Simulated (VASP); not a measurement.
**SnTe: single point with r2SCAN+D3(BJ)**

Crystal: SnTe.

```
Te Sn
1.0
     0.00000    3.61115    3.61115
     3.61115    0.00000    3.61115
     3.61115    3.61115    0.00000
Te Sn
1 1
Direct
  0.25000 0.25000 0.25000
  0.00000 0.00000 0.00000
```

```yaml
Program: VASP 6.6.1
Task: single point
Functional: r2SCAN
Dispersion: D3(BJ)
Potentials_or_basis: VASP PAW PBE potentials, release 64 (Te, Sn_d)
Cutoff: 520 eV
k_mesh: 7 × 7 × 7
Occupations: fermi-dirac, width 0.05 eV
Spin: no spin polarisation
Dipole_correction: no
Further_INCAR_settings: ALGO = Normal; EDIFF = 1e-06; NBANDS = 17
```

```json
{
  "Pressure": "-1.0 GPa",
  "Band gap on the k mesh": "0.40 eV (least direct gap 0.93 eV)",
  "Dispersion energy per atom": "-0.137 eV"
}
```

Levels at points of the mesh, in eV from the valence-band top:
| k point | band 6 | band 7 | band 8 | band 9 | band 10 | band 11 | band 12 | band 13 | band 14 | band 15 |
| --- | --- | --- | --- | --- | --- | --- | --- | --- | --- | --- |
| (0.00, 0.00, 0.00) | -11.87 | -5.03 | -1.94 | -1.94 | -1.94 | 1.27 | 1.27 | 1.27 | 4.47 | 6.98 |

Run time: 81 s on 1 thread of AMD EPYC 9R45 96-Core Processor (Zen 5), with other jobs on the host, peak memory 0.24 GiB.

Caveat: three body term missing; semilocal functionals underestimate gaps, and a narrow one can read as zero; the PAW data sets were made with another functional, which shifts forces and pressure a little; spin-orbit coupling is left out, which moves the levels of the heavy elements; an odd mesh through Γ misses points on the zone boundary, where band edges can lie.
